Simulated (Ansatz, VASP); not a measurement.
# Two plane-wave programs on CdSe

File POSCAR:

```
CdSe
1.0
    0.0000000000      3.0702711986      3.0702711986
    3.0702711986      0.0000000000      3.0702711986
    3.0702711986      3.0702711986      0.0000000000
Cd Se
1 1
Direct
    0.0000000000      0.0000000000      0.0000000000
    0.7500000000      0.7500000000      0.7500000000
```

File INCAR.step1:

```
SYSTEM = CdSe
PREC = Accurate
ENCUT = 600
ISMEAR = -1
SIGMA = 0.08
LREAL = .False.
LASPH = .True.
NELM = 80
GGA = PE
ALGO = Normal
EDIFF = 1E-4
LWAVE = .True.
LCHARG = .False.
```

Contents of INCAR.step2:

```
SYSTEM = CdSe
PREC = Accurate
ENCUT = 600
EDIFF = 1E-7
ISMEAR = -1
SIGMA = 0.08
LREAL = .False.
LASPH = .True.
NELM = 80
ALGO = Normal
ISIF = 3
LWAVE = .False.
LCHARG = .False.
METAGGA = R2SCAN
LMIXTAU = .True.
IBRION = 2
NSW = 100
EDIFFG = -0.002
ISTART = 1
```

File KPOINTS:

```
Automatic mesh
0
Gamma
  10 10 10
  0 0 0
```

Input for Ansatz:

```yaml
crystal:
  lattice:
    - [0.0, 3.0702711986, 3.0702711986]
    - [3.0702711986, 0.0, 3.0702711986]
    - [3.0702711986, 3.0702711986, 0.0]
  atoms:
    - { symbol: Cd, position: [0.0, 0.0, 0.0] }
    - { symbol: Se, position: [0.75, 0.75, 0.75] }
kpoints:
  mp_grid: { grid: [10, 10, 10] }
scf:
  occupations: { method: fermi_dirac, width: 0.08 }
hamiltonian:
  xc: r2scan
  pseudopotentials: { kind: paw }
relax:
  f_tol: 0.002
  max_steps: 80
  cell: {}
output:
  forces: true
  stress: true
```

Alike in both runs: task relaxation of cell and atoms; functional r2SCAN; k mesh 10 × 10 × 10; occupations fermi-dirac, width 0.08 eV; no spin polarisation.

```csv
,VASP,Ansatz
version,VASP 6.6.1,Ansatz 0.2.0
potentials or method,"VASP PAW PBE potentials, release 64 (Cd, Se)","PAW with Ansatz's default frozen-core files, scalar-relativistic"
plane-wave cutoff (eV),600,500
valence electrons in the cell,18,36
```

Ansatz gave:

- relaxed volume (Å³/atom): 28.84
- relaxed cell length with the largest relative difference (Å): 4.337

Task: What did VASP give for the same quantities?

Result: Relaxed volume (Å³/atom): 28.95; relaxed cell length with the largest relative difference (Å): 4.342.

VASP's potentials were made for PBE, not for r2SCAN. VASP's potentials hold 18 valence electrons a cell and Ansatz's 36, so a difference there can come from the potentials and not from the codes.
